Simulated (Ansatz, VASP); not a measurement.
# EuS in VASP and in Ansatz

The input INCAR:

```
SYSTEM = EuS
  PREC = Accurate
  ENCUT = 600
  EDIFF = 1E-6
  ISMEAR = -1
  SIGMA = 0.05
  LREAL = .False.
  LASPH = .True.
  NELM = 200
  ALGO = Normal
  ISIF = 2
  LWAVE = .False.
  LCHARG = .True.
  ISPIN = 2
  MAGMOM = 4.9 0
  LORBIT = 11
  LMAXMIX = 6
  LDAU = .True.
  LDAUTYPE = 2
  LDAUL = 3 -1
  LDAUU = 4.5 0
  LDAUJ = 0 0
  LDAUPRINT = 1
  GGA = PE
  LELF = .True.
  LVHAR = .True.
  NBANDS = 22
  GGA_COMPAT = .False.
```

The input KPOINTS:

```
Automatic mesh
0
Gamma
  10 10 10
  0 0 0
```

File POSCAR:

```
EuS
1.0
    4.2122350000      0.0000000000      0.0000000000
    2.1061175000      3.6479025167      0.0000000000
    2.1061175000      1.2159675056      3.4392754756
Eu S
1 1
Direct
    0.0000000000      0.0000000000      0.0000000000
    0.5000000000      0.5000000000      0.5000000000
```

Input for Ansatz:

```yaml
crystal:
  lattice:
    a: 4.212235
    b: 4.212235
    c: 4.212235
    alpha: 60.0
    beta: 60.0
    gamma: 60.0
  atoms:
    - { symbol: Eu, position: [0.0, 0.0, 0.0] }
    - { symbol: S, position: [0.5, 0.5, 0.5] }
kpoints:
  mp_grid:
    grid: [10, 10, 10]
hamiltonian:
  xc: pbe
  hubbard:
    - { species: Eu, l: f, u_eff: 4.5 }
magnetization:
  spin_polarized: true
  per_species:
    Eu: 4.9
scf:
  occupations:
    method: fermi_dirac
    width: 0.05
output:
  eigenvalues: true
```

Alike in both runs: task single point; functional PBE; k mesh 10 × 10 × 10; occupations fermi-dirac, width 0.05 eV; collinear spin; Hubbard terms Eu f U = 4.5 eV.

|  | VASP | Ansatz |
| --- | --- | --- |
| version | VASP 6.6.1 | Ansatz 0.2.0 |
| potentials or method | VASP PAW PBE potentials, release 64 (Eu, S) | plane waves, PAW |
| plane-wave cutoff (eV) | 600 | 420 |
| valence electrons in the cell | 23 | 23 |

VASP gave:

- net moment per atom (μB): 3.50
- size of the moment on the site where the two differ most (μB): 6.70

Task: Estimate Ansatz's values.

Result: net moment per atom (μB): 3.50; size of the moment on the site where the two differ most (μB): 6.85.

Site moments also hang on the region over which each program counts them. The programs project onto different local orbitals, so the same U acts differently, and such runs can settle in different states. Ansatz's warnings: given moment on shells, stability check not made.

Spin-orbit coupling is off throughout.
